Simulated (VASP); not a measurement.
# CaTi (Pm-3m) in VASP: further runs

Runs on CaTi. Level: r2SCAN. Tasks: single point, relaxation of cell and atoms.

Program: VASP 6.6.1. These are calculated values, not measurements. Logs are shortened: lines on timing, memory, paths and dates and some standing lists are left out, and cuts for length are marked.

## (1) The cell of the first run

Symmetry: Pm-3m, No. 221, cubic system. Conventional cell: a = 3.744 Å, b = 3.744 Å, c = 3.744 Å, α = 90.00°, β = 90.00°, γ = 90.00°. Within 4.3 Å of Ca (site symmetry m-3m) lie 8 Ti at 3.24 Å and 6 Ca at 3.74 Å. Within 4.3 Å of Ti (site symmetry m-3m) lie 8 Ca at 3.24 Å and 6 Ti at 3.74 Å.

## (2) Single point, r2SCAN

Input file POSCAR:

```
CaTi
1.0
    3.7439580138      0.0000000000      0.0000000000
    0.0000000000      3.7439580138      0.0000000000
    0.0000000000      0.0000000000      3.7439580138
Ca Ti
1 1
Direct
    0.0000000000      0.0000000000      0.0000000000
    0.5000000000      0.5000000000      0.5000000000
```

Input file INCAR.step1:

```
SYSTEM = CaTi
PREC = Accurate ; ENCUT = 520
ISMEAR = 0 ; SIGMA = 0.1
LREAL = .False. ; LASPH = .True.
NELM = 60 ; NBANDS = 18
GGA = PE ; ALGO = Normal
EDIFF = 1E-4 ; LWAVE = .True.
LCHARG = .False.
```

Input file INCAR.step2:

```
SYSTEM = CaTi
PREC = Accurate ; ENCUT = 520
EDIFF = 1E-6 ; ISMEAR = 0
SIGMA = 0.1 ; LREAL = .False.
LASPH = .True. ; NELM = 60
ALGO = Normal ; ISIF = 2
LWAVE = .False. ; LCHARG = .False.
METAGGA = R2SCAN ; LMIXTAU = .True.
NBANDS = 18 ; ISTART = 1
```

Input file KPOINTS:

```
Automatic mesh
0
Gamma
  6 6 6
  0 0 0
```

Potentials or basis: VASP PAW PBE potentials, release 64 (Ca_sv, Ti_sv).

On the command line:

```bash
cat potpaw_PBE.64/Ca_sv/POTCAR potpaw_PBE.64/Ti_sv/POTCAR > POTCAR
cp INCAR.step1 INCAR
mpirun -np 1 vasp_std > vasp.out
cp INCAR.step2 INCAR
mpirun -np 1 vasp_std > vasp.out
```

OUTCAR:

```text
SYSTEM = CaTi
   PREC = Accurate
   ENCUT = 520
   EDIFF = 1E-6
   ISMEAR = 0
   LREAL = .False.
   LASPH = .True.
   NELM = 60
   ISIF = 2
   METAGGA = R2SCAN
   ISTART = 1

 ion  position               nearest neighbor table
   1  0.000  0.000  0.000-
   2  0.500  0.500  0.500-

  LATTYP: Found a simple cubic cell.
 ALAT       =     3.7439580138

  Lattice vectors:

 A1 = (   3.7439580138,   0.0000000000,   0.0000000000)
 A2 = (   0.0000000000,   3.7439580138,   0.0000000000)
 A3 = (   0.0000000000,   0.0000000000,   3.7439580138)

Analysis of symmetry for initial positions (statically):
=====================================================================
 Subroutine PRICEL returns:
 Original cell was already a primitive cell.

 Routine SETGRP: Setting up the symmetry group for a
 simple cubic supercell.

 Subroutine GETGRP returns: Found 48 space group operations
 (whereof 48 operations were pure point group operations)
 out of a pool of 48 trial point group operations.

The static configuration has the point symmetry O_h .

Analysis of symmetry for dynamics (positions and initial velocities):
=====================================================================
 Subroutine PRICEL returns:
 Original cell was already a primitive cell.

 Routine SETGRP: Setting up the symmetry group for a
 simple cubic supercell.

 Subroutine GETGRP returns: Found 48 space group operations
 (whereof 48 operations were pure point group operations)
 out of a pool of 48 trial point group operations.

The dynamic configuration has the point symmetry O_h .

 Subroutine INISYM returns: Found 48 space group operations
 (whereof 48 operations are pure point group operations),
 and found     1 'primitive' translations

----------------------------------------------------------------------------------------

                                     Primitive cell

  volume of cell :      52.4799

  direct lattice vectors                    reciprocal lattice vectors
     3.743958014  0.000000000  0.000000000     0.267097012  0.000000000  0.000000000
     0.000000000  3.743958014  0.000000000     0.000000000  0.267097012  0.000000000
     0.000000000  0.000000000  3.743958014     0.000000000  0.000000000  0.267097012

  length of vectors
     3.743958014  3.743958014  3.743958014     0.267097012  0.267097012  0.267097012

  position of ions in fractional coordinates (direct lattice)
     0.000000000  0.000000000  0.000000000
     0.500000000  0.500000000  0.500000000

  ion indices of the primitive-cell ions
   primitive index   ion index
                 1           1
                 2           2

----------------------------------------------------------------------------------------

 KPOINTS: Automatic mesh

Automatic generation of k-mesh.
 Grid dimensions read from file:
 generate k-points for:    6    6    6

 Generating k-lattice:

  Cartesian coordinates                     Fractional coordinates (reciprocal lattice)
     0.044516169  0.000000000  0.000000000     0.166666667  0.000000000  0.000000000
     0.000000000  0.044516169  0.000000000     0.000000000  0.166666667  0.000000000
     0.000000000  0.000000000  0.044516169     0.000000000  0.000000000  0.166666667

  Length of vectors
     0.044516169  0.044516169  0.044516169

  Shift w.r.t. Gamma in fractional coordinates (k-lattice)
     0.000000000  0.000000000  0.000000000

 Subroutine IBZKPT returns following result:
 ===========================================

 Found     20 irreducible k-points:

 Following reciprocal coordinates:
            Coordinates               Weight
  0.000000  0.000000  0.000000      1.000000
  0.166667  0.000000  0.000000      6.000000
  0.333333  0.000000  0.000000      6.000000
  0.500000  0.000000  0.000000      3.000000
  0.166667  0.166667  0.000000     12.000000
  0.333333  0.166667  0.000000     24.000000
[... 12 lines left out ...]
  0.500000  0.500000  0.333333      6.000000
  0.500000  0.500000  0.500000      1.000000
   k-points           NKPTS =     20   k-points in BZ     NKDIM =     20   number of bands    NBANDS=     18
   number of dos      NEDOS =    301   number of ions     NIONS =      2
   total plane-waves  NPLWV =  21952
   dimension x,y,z NGX =    28 NGY =   28 NGZ =   28
   dimension x,y,z NGXF=    56 NGYF=   56 NGZF=   56
   ions per type =               1   1
   NGX,Y,Z   is equivalent  to a cutoff of  12.43, 12.43, 12.43 a.u.
   NGXF,Y,Z  is equivalent  to a cutoff of  24.87, 24.87, 24.87 a.u.
 SYSTEM =  CaTi
   PREC   = accura    normal or accurate (medium, high low for compatibility)
   ISTART =      1    job   : 0-new  1-cont  2-samecut
   ICHARG =      0    charge: 1-file 2-atom 10-const
   ISPIN  =      1    spin polarized calculation?
   LNONCOLLINEAR =      F non collinear calculations
   LSORBIT =      F    spin-orbit coupling
   LASPH  =      T    aspherical Exc in radial PAW
   ENCUT  =  520.0 eV  38.22 Ry    6.18 a.u.   6.96  6.96  6.96*2*pi/ulx,y,z
   NELM   =     60;   NELMIN=  2; NELMDL=  0     # of ELM steps
   EDIFF  = 0.1E-05   stopping-criterion for ELM
   LREAL  =      F    real-space projection
   EDIFFG = 0.1E-04   stopping-criterion for IOM
   NSW    =      0    number of steps for IOM
   IBRION =     -1    ionic relax: 0-MD 1-quasi-New 2-CG
   NFREE  =      0    steps in history (QN), initial steepest desc. (CG)
   ISIF   =      2    stress and relaxation
   ISYM   =      2    0-nonsym 1-usesym 2-fastsym
   POTIM  = 0.5000    time-step for ionic-motion
   TEBEG  =    0.0;   TEEND  =   0.0 temperature during run
   PSTRESS=    0.0 pullay stress
   NELECT =      22.0000    total number of electrons
   NUPDOWN=      -1.0000    fix difference up-down
   EMIN   =  10.00;   EMAX   =-10.00  energy-range for DOS
   EFERMI =   0.00;   METHOD = LEGACY
   ISMEAR =     0;   SIGMA  =   0.10  broadening in eV -4-tet -1-fermi 0-gaus
   EFERMI_NEDOS =   21; number of points for ismear=-14 and -15
   IALGO  =     38    algorithm
   IMIX   =      4    mixing-type and parameters
     AMIX     =   0.40;   BMIX     =  1.00
     AMIX_MAG =   1.60;   BMIX_MAG =  1.00
  volume/ion in A,a.u.               =      26.24       177.08
  Fermi-wavevector in a.u.,A,eV,Ry     =   1.225231  2.315351 20.424954  1.501192
  Thomas-Fermi vector in A             =   2.360277
   LORBIT       =      0    0 simple, 1 ext, 2 COOP (PROOUT), +10 PAW based schemes
   METAGGA = R2SCAN    functional components
   LHFCALC =     F    Hartree Fock is set to
   AEXX    =    0.0000 exact exchange contribution
   IVDW    =     0    specifies the selected vdW correction
   LEPSILON=     F    determine dielectric tensor
   LRPA    =     F    only Hartree local field effects (RPA)
 non-spin polarized calculation
 Gauss-broadening in eV      SIGMA  =   0.10
  energy-cutoff  :      520.00
  volume of cell :       52.48
 maximum number of plane-waves:      1434
 NGX is ok and might be reduce to    28
   NGX = 13   NGY = 13   NGZ = 13

 number of electron      21.9999991 magnetization

 Free energy of the ion-electron system (eV)
  ---------------------------------------------------
  ext. energy  EPLUGINS =         0.00000000
  ---------------------------------------------------
  free energy    TOTEN  =       -18.29705818 eV

  energy without entropy =      -18.28014927  energy(sigma->0) =      -18.28860372

 E-fermi :   4.3341     XC(G=0): -10.1274

 val. band max:        4.3196579148   @ k =   0.5000   0.3333   0.3333
 cond. band min:       4.3352566616   @ k =   0.5000   0.3333   0.0000
 fundamental gap:      0.0155987468
 Fermi energy:         4.3340712528

 k-point     1 :       0.0000    0.0000    0.0000
  band No.  band energies     occupation
      1     -55.3835      2.00000
      2     -37.8544      2.00000
      3     -30.5731      2.00000
      4     -30.5731      2.00000
      5     -30.5731      2.00000
      6     -17.9705      2.00000
[... 10 lines left out ...]
     17      10.1560      0.00000
     18      10.1560      0.00000

 k-point     2 :       0.1667    0.0000    0.0000
  band No.  band energies     occupation
      1     -55.3831      2.00000
      2     -37.8522      2.00000
      3     -30.5797      2.00000
      4     -30.5725      2.00000
      5     -30.5725      2.00000
      6     -18.0087      2.00000
[... 10 lines left out ...]
     17       9.0933      0.00000
     18       9.0933      0.00000

 k-point     3 :       0.3333    0.0000    0.0000
  band No.  band energies     occupation
      1     -55.3823      2.00000
      2     -37.8477      2.00000
      3     -30.5929      2.00000
      4     -30.5712      2.00000
      5     -30.5712      2.00000
      6     -18.0840      2.00000
[... 10 lines left out ...]
     17       8.2226      0.00000
     18       8.2226      0.00000

 k-point     4 :       0.5000    0.0000    0.0000
  band No.  band energies     occupation
      1     -55.3819      2.00000
      2     -37.8454      2.00000
      3     -30.5994      2.00000
      4     -30.5706      2.00000
      5     -30.5705      2.00000
      6     -18.1211      2.00000
[... 10 lines left out ...]
     17       7.9172      0.00000
     18       7.9172      0.00000

 k-point     5 :       0.1667    0.1667    0.0000
  band No.  band energies     occupation
      1     -55.3827      2.00000
      2     -37.8498      2.00000
      3     -30.5796      2.00000
      4     -30.5788      2.00000
      5     -30.5719      2.00000
      6     -18.0084      2.00000
[... 10 lines left out ...]
     17       8.2613      0.00000
     18       8.8330      0.00000

 k-point     6 :       0.3333    0.1667    0.0000
  band No.  band energies     occupation
      1     -55.3819      2.00000
      2     -37.8452      2.00000
      3     -30.5927      2.00000
      4     -30.5782      2.00000
      5     -30.5706      2.00000
      6     -18.0785      2.00000
[... 10 lines left out ...]
     17       7.8506      0.00000
     18       8.5397      0.00000

 k-point     7 :       0.5000    0.1667    0.0000
  band No.  band energies     occupation
      1     -55.3815      2.00000
      2     -37.8429      2.00000
      3     -30.5994      2.00000
      4     -30.5777      2.00000
      5     -30.5700      2.00000
      6     -18.1145      2.00000
[... 10 lines left out ...]
     17       7.7125      0.00000
     18       8.4644      0.00000

 k-point     8 :       0.3333    0.3333    0.0000
  band No.  band energies     occupation
      1     -55.3811      2.00000
      2     -37.8402      2.00000
      3     -30.5927      2.00000
      4     -30.5918      2.00000
      5     -30.5694      2.00000
      6     -18.0704      2.00000
[... 10 lines left out ...]
     17       8.0305      0.00000
     18       9.0950      0.00000
[... 145 lines left out ...]
     17       8.4192      0.00000
     18       9.6649      0.00000

 k-point    16 :       0.5000    0.5000    0.1667
  band No.  band energies     occupation
      1     -55.3800      2.00000
      2     -37.8328      2.00000
      3     -30.5984      2.00000
      4     -30.5984      2.00000
      5     -30.5752      2.00000
      6     -18.0921      2.00000
[... 10 lines left out ...]
     17       8.6602      0.00000
     18      10.0894      0.00000

 k-point    17 :       0.3333    0.3333    0.3333
  band No.  band energies     occupation
      1     -55.3800      2.00000
      2     -37.8329      2.00000
      3     -30.5905      2.00000
      4     -30.5903      2.00000
      5     -30.5903      2.00000
      6     -18.0577      2.00000
[... 10 lines left out ...]
     17       9.2442      0.00000
     18       9.2444      0.00000

 k-point    18 :       0.5000    0.3333    0.3333
  band No.  band energies     occupation
      1     -55.3796      2.00000
      2     -37.8305      2.00000
      3     -30.5973      2.00000
      4     -30.5900      2.00000
      5     -30.5895      2.00000
      6     -18.0903      2.00000
[... 10 lines left out ...]
     17       9.2218      0.00000
     18       9.7606      0.00000

 k-point    19 :       0.5000    0.5000    0.3333
  band No.  band energies     occupation
      1     -55.3792      2.00000
      2     -37.8280      2.00000
      3     -30.5967      2.00000
      4     -30.5967      2.00000
      5     -30.5889      2.00000
      6     -18.0866      2.00000
[... 10 lines left out ...]
     17       9.5232      0.00000
     18      10.6591      0.00000

 k-point    20 :       0.5000    0.5000    0.5000
  band No.  band energies     occupation
      1     -55.3788      2.00000
      2     -37.8257      2.00000
      3     -30.5958      2.00000
      4     -30.5958      2.00000
      5     -30.5958      2.00000
      6     -18.0838      2.00000
[... 10 lines left out ...]
     17       9.7145      0.00000
     18      10.6811      0.00000

------------------------ aborting loop because EDIFF is reached ----------------------------------------

  FORCE on cell =-STRESS in cart. coord.  units (eV):
  Direction    XX          YY          ZZ          XY          YZ          ZX
  --------------------------------------------------------------------------------------
  -------------------------------------------------------------------------------------
  Total        0.1641324      0.1641324      0.1641324     -0.0000000     -0.0000000      0.0000000
  in kB        5.0108573      5.0108573      5.0108573     -0.0000000     -0.0000000      0.0000000
  external PRESSURE =       5.0108573 kB  Pullay stress =       0.0000000 kB

 VOLUME and BASIS-vectors are now :
 -----------------------------------------------------------------------------
  energy-cutoff  :      520.00
  volume of cell :       52.48
      direct lattice vectors                 reciprocal lattice vectors
     3.743958014  0.000000000  0.000000000     0.267097012  0.000000000  0.000000000
     0.000000000  3.743958014  0.000000000     0.000000000  0.267097012  0.000000000
     0.000000000  0.000000000  3.743958014     0.000000000  0.000000000  0.267097012

 POSITION                                       TOTAL-FORCE (eV/Angst)
 -----------------------------------------------------------------------------------
      0.00000      0.00000      0.00000         0.000000      0.000000      0.000000
      1.87198      1.87198      1.87198         0.000000      0.000000      0.000000
 -----------------------------------------------------------------------------------
    total drift:                                0.000000      0.000000      0.000000

  FREE ENERGIE OF THE ION-ELECTRON SYSTEM (eV)
  ---------------------------------------------------
  free  energy   TOTEN  =       -18.2970581798 eV

  energy  without entropy=      -18.2801492686  energy(sigma->0) =      -18.28860372
```

It took 66 s on 1 thread of Intel Xeon Platinum 8259CL at 2.50GHz (Skylake/Cascade Lake), shared host; peak memory 0.17 GiB.

Results:

- Free energy: -18.2971 eV
- Pressure: 0.5 GPa
- Band gap on the k mesh: zero (bands 11 and 12 overlap by 0.55 eV)

Caveat: the PAW data sets were made with another functional, which shifts forces and pressure a little.

## (3) Relaxation of cell and atoms, r2SCAN

This run uses another cell than the first one, of 21.95 Å³/atom.

Input file POSCAR:

```
CaTi
1.0
    3.5274450261      0.0000000000      0.0000000000
    0.0000000000      3.5274450261      0.0000000000
    0.0000000000      0.0000000000      3.5274450261
Ca Ti
1 1
Direct
    0.0000000000      0.0000000000      0.0000000000
    0.5000000000      0.5000000000      0.5000000000
```

Input file INCAR.step1:

```
ALGO = Normal
EDIFF = 1E-4
ENCUT = 600
GGA = PE
ISMEAR = 0
LASPH = True
LCHARG = False
LREAL = False
LWAVE = True
NELM = 80
PREC = Accurate
SIGMA = 0.1
```

Input file INCAR.step2:

```
ALGO = Normal
EDIFF = 1E-6
EDIFFG = -0.04
ENCUT = 600
IBRION = 2
ISIF = 3
ISMEAR = 0
ISTART = 1
LASPH = True
LCHARG = False
LMIXTAU = True
LREAL = False
LWAVE = False
METAGGA = R2SCAN
NELM = 80
NSW = 90
PREC = Accurate
SIGMA = 0.1
```

Input file KPOINTS:

```
k-points
0
Gamma
  6 6 6
```

Potentials or basis: VASP PAW PBE potentials, release 64 (Ca_sv, Ti_sv).

On the command line:

```bash
cat potpaw_PBE.64/Ca_sv/POTCAR potpaw_PBE.64/Ti_sv/POTCAR > POTCAR
cp INCAR.step1 INCAR
mpirun -np 1 vasp_std > vasp.out
cp INCAR.step2 INCAR
mpirun -np 1 vasp_std > vasp.out
```

Run time: 2.8 min. Hardware: 1 thread of Intel Xeon Platinum 8259CL at 2.50GHz (Skylake/Cascade Lake), shared host; peak memory 0.17 GiB.

Results (log left out):

```yaml
Free_energy: -18.2962 eV
Relaxed_volume: 26.52 Å³/atom
Relaxed_cell: a = 3.757 Å, b = 3.757 Å, c = 3.757 Å, α = 90.00°, β = 90.00°, γ = 90.00°
Space_group_after_relaxing_to_0.1_Å: Pm-3m (No. 221)
Energy_gained_by_relaxing: 135.4 meV/atom
Ionic_steps: 3
Pressure_after_relaxing: 0.0 GPa
Band_gap_on_the_k_mesh: zero (bands 11 and 12 overlap by 0.56 eV)
```

The path:
```tsv
step	energy change (eV)	largest force (eV/Å)	pressure (GPa)	volume (Å³)
1	0.0000	0.0000	10.80	43.89
2	-0.2690	0.0000	-0.67	53.98
3	-0.2707	0.0000	0.05	53.03
```

Final structure:
```
Ca Ti
1.0
     3.75711    0.00000    0.00000
     0.00000    3.75711    0.00000
     0.00000    0.00000    3.75711
Ca Ti
1 1
Direct
  0.00000 0.00000 0.00000
  0.50000 0.50000 0.50000
```

Levels at points of the mesh, in eV from the Fermi level:
| k point | band 8 | band 9 | band 10 | band 11 | band 12 | band 13 | band 14 | band 15 |
| --- | --- | --- | --- | --- | --- | --- | --- | --- |
| (0.00, 0.00, 0.00) | -22.33 | -5.08 | -1.19 | -1.19 | 1.22 | 1.22 | 1.22 | 3.60 |
| (0.50, 0.00, 0.00) | -22.32 | -2.53 | -2.03 | -0.35 | 0.87 | 0.87 | 1.45 | 1.80 |
| (0.50, 0.50, 0.00) | -22.31 | -1.77 | -1.25 | 0.43 | 0.43 | 0.59 | 0.59 | 1.51 |
| (0.50, 0.50, 0.50) | -22.44 | -0.24 | -0.24 | -0.24 | 0.42 | 0.42 | 0.42 | 1.54 |

Caveat: the volume moved by over 15 % at a fixed basis, so the end points are rough; the PAW data sets were made with another functional, which shifts forces and pressure a little.
